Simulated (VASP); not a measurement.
# Cu3Pd (P4/mmm) in VASP: notebook

Cu3Pd is run at these levels: LDA; tasks: single point.

Program: VASP 6.6.1. These are calculated values, not measurements. Logs are shortened: lines on timing, memory, paths and dates and some standing lists are left out, and cuts for length are marked.

### 1 The cell of the first run

The structure is tetragonal, space group P4/mmm (No. 123). Conventional cell: a = 3.697 Å, b = 3.697 Å, c = 3.659 Å, α = 90.00°, β = 90.00°, γ = 90.00°. Within 3.4 Å of Cu (site symmetry mmm) lie 8 Cu at 2.60 to 2.61 Å and 4 Pd at 2.60 Å. Cu (site symmetry 4/mmm) has 8 Cu at 2.60 Å and 4 Pd at 2.61 Å within 3.4 Å. Within 3.4 Å of Pd (site symmetry 4/mmm) lie 12 Cu at 2.60 to 2.61 Å.

### 2 Single point, LDA

Contents of INCAR:

```
ALGO = Normal ; EDIFF = 1E-6
ENCUT = 520 ; GGA = CA
ISIF = 2 ; ISMEAR = 1
LASPH = T ; LCHARG = F
LREAL = F ; LWAVE = F
NBANDS = 30 ; NELM = 100
PREC = Accurate ; SIGMA = 0.5
```

Contents of KPOINTS:

```
k-points
0
Gamma
  6 6 6
```

Contents of POSCAR:

```
Cu3Pd
1.0
    3.6970000000      0.0000000000      0.0000000000
    0.0000000000      3.6970000000      0.0000000000
    0.0000000000      0.0000000000      3.6590000000
Cu Pd
3 1
Direct
    0.0000000000      0.5000000000      0.5000000000
    0.5000000000      0.0000000000      0.5000000000
    0.5000000000      0.5000000000      0.0000000000
    0.0000000000      0.0000000000      0.0000000000
```

Potentials or basis: VASP PAW LDA potentials, release 64 (Cu, Pd).

Run with:

```
> cat potpaw_LDA.64/Cu/POTCAR potpaw_LDA.64/Pd/POTCAR > POTCAR
> mpirun -np 1 vasp_std > vasp.out
```

OUTCAR:

```text
EDIFF = 1E-6
   ENCUT = 520
   GGA = CA
   ISIF = 2
   ISMEAR = 1
   LASPH = T
   LREAL = F
   NELM = 100
   PREC = Accurate

 ion  position               nearest neighbor table
   1  0.000  0.500  0.500-   3 2.60   4 2.60   3 2.60   4 2.60   4 2.60   4 2.60   3 2.60   3 2.60
                             2 2.61   2 2.61   2 2.61   2 2.61
   2  0.500  0.000  0.500-   3 2.60   4 2.60   3 2.60   4 2.60   3 2.60   3 2.60   4 2.60   4 2.60
                             1 2.61   1 2.61   1 2.61   1 2.61
   3  0.500  0.500  0.000-   1 2.60   2 2.60   1 2.60   2 2.60   2 2.60   2 2.60   1 2.60   1 2.60
                             4 2.61   4 2.61   4 2.61   4 2.61
   4  0.000  0.000  0.000-   1 2.60   2 2.60   1 2.60   2 2.60   1 2.60   1 2.60   2 2.60   2 2.60
                             3 2.61   3 2.61   3 2.61   3 2.61

  LATTYP: Found a simple tetragonal cell.
 ALAT       =     3.6970000000
 C/A-ratio  =     0.9897213957

  Lattice vectors:

 A1 = (   3.6970000000,   0.0000000000,   0.0000000000)
 A2 = (   0.0000000000,   3.6970000000,   0.0000000000)
 A3 = (   0.0000000000,   0.0000000000,   3.6590000000)

Analysis of symmetry for initial positions (statically):
=====================================================================
 Subroutine PRICEL returns:
 Original cell was already a primitive cell.

 Routine SETGRP: Setting up the symmetry group for a
 simple tetragonal supercell.

 Subroutine GETGRP returns: Found 16 space group operations
 (whereof 16 operations were pure point group operations)
 out of a pool of 16 trial point group operations.

The static configuration has the point symmetry D_4h.

Analysis of symmetry for dynamics (positions and initial velocities):
=====================================================================
 Subroutine PRICEL returns:
 Original cell was already a primitive cell.

 Routine SETGRP: Setting up the symmetry group for a
 simple tetragonal supercell.

 Subroutine GETGRP returns: Found 16 space group operations
 (whereof 16 operations were pure point group operations)
 out of a pool of 16 trial point group operations.

The dynamic configuration has the point symmetry D_4h.

 Subroutine INISYM returns: Found 16 space group operations
[... 90 lines left out ...]
   NGXF,Y,Z  is equivalent  to a cutoff of  25.18, 25.18, 25.44 a.u.
 SYSTEM =  unknown system
   PREC   = accura    normal or accurate (medium, high low for compatibility)
   ISTART =      0    job   : 0-new  1-cont  2-samecut
   ICHARG =      2    charge: 1-file 2-atom 10-const
   ISPIN  =      1    spin polarized calculation?
   LNONCOLLINEAR =      F non collinear calculations
   LSORBIT =      F    spin-orbit coupling
   LASPH  =      T    aspherical Exc in radial PAW
   ENCUT  =  520.0 eV  38.22 Ry    6.18 a.u.   6.87  6.87  6.80*2*pi/ulx,y,z
   NELM   =    100;   NELMIN=  2; NELMDL= -5     # of ELM steps
   EDIFF  = 0.1E-05   stopping-criterion for ELM
   LREAL  =      F    real-space projection
   EDIFFG = 0.1E-04   stopping-criterion for IOM
   NSW    =      0    number of steps for IOM
   IBRION =     -1    ionic relax: 0-MD 1-quasi-New 2-CG
   NFREE  =      0    steps in history (QN), initial steepest desc. (CG)
   ISIF   =      2    stress and relaxation
   ISYM   =      2    0-nonsym 1-usesym 2-fastsym
   POTIM  = 0.5000    time-step for ionic-motion
   TEBEG  =    0.0;   TEEND  =   0.0 temperature during run
   PSTRESS=    0.0 pullay stress
   NELECT =      43.0000    total number of electrons
   NUPDOWN=      -1.0000    fix difference up-down
   EMIN   =  10.00;   EMAX   =-10.00  energy-range for DOS
   EFERMI =   0.00;   METHOD = LEGACY
   ISMEAR =     1;   SIGMA  =   0.50  broadening in eV -4-tet -1-fermi 0-gaus
   EFERMI_NEDOS =   21; number of points for ismear=-14 and -15
   IALGO  =     38    algorithm
   IMIX   =      4    mixing-type and parameters
     AMIX     =   0.40;   BMIX     =  1.00
     AMIX_MAG =   1.60;   BMIX_MAG =  1.00
  volume/ion in A,a.u.               =      12.50        84.37
  Fermi-wavevector in a.u.,A,eV,Ry     =   1.556720  2.941775 32.972054  2.423378
  Thomas-Fermi vector in A             =   2.660475
   LORBIT       =      0    0 simple, 1 ext, 2 COOP (PROOUT), +10 PAW based schemes
   GGA     = CA    functional components
   LHFCALC =     F    Hartree Fock is set to
   AEXX    =    0.0000 exact exchange contribution
   IVDW    =     0    specifies the selected vdW correction
   LEPSILON=     F    determine dielectric tensor
   LRPA    =     F    only Hartree local field effects (RPA)
 non-spin polarized calculation
 Methfessel and Paxton  Order N= 1 SIGMA  =   0.50
  energy-cutoff  :      520.00
  volume of cell :       50.01
 maximum number of plane-waves:      1368
 NGX is ok and might be reduce to    28
   NGX = 13   NGY = 13   NGZ = 13

 number of electron      43.0000093 magnetization

 Free energy of the ion-electron system (eV)
  ---------------------------------------------------
  ext. energy  EPLUGINS =         0.00000000
  ---------------------------------------------------
  free energy    TOTEN  =       -20.91694135 eV

  energy without entropy =      -20.98609311  energy(sigma->0) =      -20.93999194

 E-fermi :   7.7933     XC(G=0): -13.2289

 val. band max:        7.7884403159   @ k =   0.5000   0.5000   0.5000
 cond. band min:       7.8556769752   @ k =   0.5000   0.5000   0.3333
 fundamental gap:      0.0672366593
 Fermi energy:         7.7933477979

 k-point     1 :       0.0000    0.0000    0.0000
  band No.  band energies     occupation
      1      -0.7354      2.00000
      2       2.7519      2.00000
      3       2.7564      2.00000
      4       3.4717      2.00000
      5       3.4756      2.00000
      6       3.4756      2.00000
[... 781 lines left out ...]
     29      20.2890      0.00000
     30      20.7373      0.00000

 [... further k-points ...]
[... 5 lines left out ...]
  --------------------------------------------------------------------------------------
  -------------------------------------------------------------------------------------
  Total       -3.0442706     -3.0442706     -2.8514735      0.0000000      0.0000000      0.0000000
  in kB      -97.5287217    -97.5287217    -91.3521163      0.0000000      0.0000000      0.0000000
  external PRESSURE =     -95.4698532 kB  Pullay stress =       0.0000000 kB

 VOLUME and BASIS-vectors are now :
 -----------------------------------------------------------------------------
  energy-cutoff  :      520.00
  volume of cell :       50.01
      direct lattice vectors                 reciprocal lattice vectors
     3.697000000  0.000000000  0.000000000     0.270489586  0.000000000  0.000000000
     0.000000000  3.697000000  0.000000000     0.000000000  0.270489586  0.000000000
     0.000000000  0.000000000  3.659000000     0.000000000  0.000000000  0.273298715

 POSITION                                       TOTAL-FORCE (eV/Angst)
 -----------------------------------------------------------------------------------
      0.00000      1.84850      1.82950         0.000000      0.000000      0.000000
      1.84850      0.00000      1.82950         0.000000      0.000000      0.000000
      1.84850      1.84850      0.00000         0.000000      0.000000      0.000000
      0.00000      0.00000      0.00000         0.000000      0.000000      0.000000
 -----------------------------------------------------------------------------------
    total drift:                                0.000000      0.000000      0.000000

  FREE ENERGIE OF THE ION-ELECTRON SYSTEM (eV)
  ---------------------------------------------------
  free  energy   TOTEN  =       -20.9169413543 eV

  energy  without entropy=      -20.9860931088  energy(sigma->0) =      -20.93999194
```

OSZICAR:

```text
N       E                     dE             d eps       ncg     rms          rms(c)
DAV:   1     0.339994669504E+03    0.33999E+03   -0.18892E+04  2600   0.232E+03
DAV:   2     0.774881391840E+01   -0.33225E+03   -0.31501E+03  2418   0.399E+02
DAV:   3    -0.235053386450E+02   -0.31254E+02   -0.29555E+02  2722   0.157E+02
DAV:   4    -0.243640827837E+02   -0.85874E+00   -0.85668E+00  3412   0.317E+01
DAV:   5    -0.243827466001E+02   -0.18664E-01   -0.18660E-01  3606   0.352E+00    0.179E+01
DAV:   6    -0.247771114485E+02   -0.39436E+00   -0.37858E+01  2732   0.171E+02    0.137E+01
DAV:   7    -0.211079882632E+02    0.36691E+01   -0.20246E+01  3074   0.940E+01    0.330E+00
DAV:   8    -0.209427615838E+02    0.16523E+00   -0.82685E-01  3386   0.103E+01    0.161E+00
DAV:   9    -0.209229613263E+02    0.19800E-01   -0.11690E-01  3294   0.477E+00    0.687E-01
DAV:  10    -0.209198266165E+02    0.31347E-02   -0.18161E-02  3358   0.381E+00    0.464E-01
DAV:  11    -0.209171615373E+02    0.26651E-02   -0.68862E-03  3236   0.140E+00    0.160E-01
DAV:  12    -0.209169761925E+02    0.18534E-03   -0.16941E-03  3408   0.107E+00    0.548E-02
DAV:  13    -0.209169444155E+02    0.31777E-04   -0.21756E-04  3572   0.341E-01    0.198E-02
DAV:  14    -0.209169417492E+02    0.26663E-05   -0.17508E-05  3722   0.817E-02    0.678E-03
DAV:  15    -0.209169413543E+02    0.39492E-06   -0.21473E-06  1764   0.241E-02
   1 F= -.20916941E+02 E0= -.20939992E+02  d E =0.691518E-01
```

stdout:

```text
POSCAR found type information on POSCAR CuPd
 POSCAR found :  2 types and       4 ions
 scaLAPACK will be used
 LDA part: xc-table for (Slater(with rela. corr.)+CA(PZ))
 , standard interpolation
 POSCAR, INCAR and KPOINTS ok, starting setup
 FFT: planning ... GRIDC
 FFT: planning ... GRID_SOFT
 FFT: planning ... GRID
 WAVECAR not read
 entering main loop
```

It took 49 s on 1 thread of Intel Xeon Platinum 8375C at 2.90GHz (Ice Lake), shared host; peak memory 0.17 GiB.

What came out:

* Free energy: -20.9169 eV
* Pressure: -9.5 GPa

Stress tensor (GPa, compression positive):
```
-9.75  0.00  0.00
 0.00 -9.75  0.00
 0.00  0.00 -9.14
```

### 3 Single point, LDA

Contents of INCAR:

```
PREC     = Accurate       # precision mode
ENCUT    = 520            # plane-wave cutoff, eV
EDIFF    = 1E-6           # SCF threshold, eV
ISMEAR   = 1              # smearing method
SIGMA    = 0.3            # smearing width, eV
LREAL    = F              # projectors in reciprocal space
LASPH    = T              # aspherical terms in the spheres
NELM     = 80             # most SCF steps
ALGO     = Normal         # electronic algorithm
ISIF     = 2              # what is computed and relaxed
LWAVE    = F              # write WAVECAR
LCHARG   = F              # write CHGCAR
NBANDS   = 30             # bands
```

Contents of KPOINTS:

```
regular mesh
0
Gamma
  6 6 6
```

POSCAR is that of step 2.

Potentials or basis: VASP PAW LDA potentials, release 64 (Cu, Pd).

Run with:

```
> cat potpaw_LDA.64/Cu/POTCAR potpaw_LDA.64/Pd/POTCAR > POTCAR
> mpirun -np 1 vasp_std > vasp.out
```

It took 48 s on 1 thread of Intel Xeon Platinum 8375C at 2.90GHz (Ice Lake), shared host; peak memory 0.17 GiB.

Results (log left out):

```
Free energy : -20.9319 eV
Pressure    : -9.4 GPa
```

Stress tensor (GPa, compression positive):
```
-9.66  0.00  0.00
 0.00 -9.66  0.00
 0.00  0.00 -9.00
```

Levels at points of the mesh, in eV from the Fermi level:
| k point | band 18 | band 19 | band 20 | band 21 | band 22 | band 23 | band 24 | band 25 | band 26 | band 27 |
| --- | --- | --- | --- | --- | --- | --- | --- | --- | --- | --- |
| (0.00, 0.00, 0.00) | -0.78 | -0.38 | -0.33 | -0.33 | 2.08 | 2.08 | 2.29 | 8.30 | 8.32 | 8.58 |
| (0.50, 0.00, 0.00) | -1.59 | -1.44 | -1.17 | -1.13 | -0.36 | 6.96 | 7.16 | 7.16 | 7.34 | 8.06 |
| (0.50, 0.50, 0.00) | -1.85 | -1.57 | -1.57 | 0.04 | 0.04 | 1.13 | 1.28 | 9.49 | 10.84 | 10.84 |
| (0.00, 0.00, 0.50) | -1.60 | -1.41 | -1.19 | -1.16 | -0.41 | 7.04 | 7.04 | 7.27 | 7.27 | 7.99 |
| (0.50, 0.00, 0.50) | -1.83 | -1.54 | -1.54 | 0.09 | 0.09 | 1.20 | 1.33 | 9.35 | 10.65 | 10.65 |
| (0.50, 0.50, 0.50) | -0.85 | -0.72 | -0.71 | -0.67 | -0.06 | -0.06 | -0.05 | 4.94 | 4.98 | 4.98 |

[end of part 1 of 2]
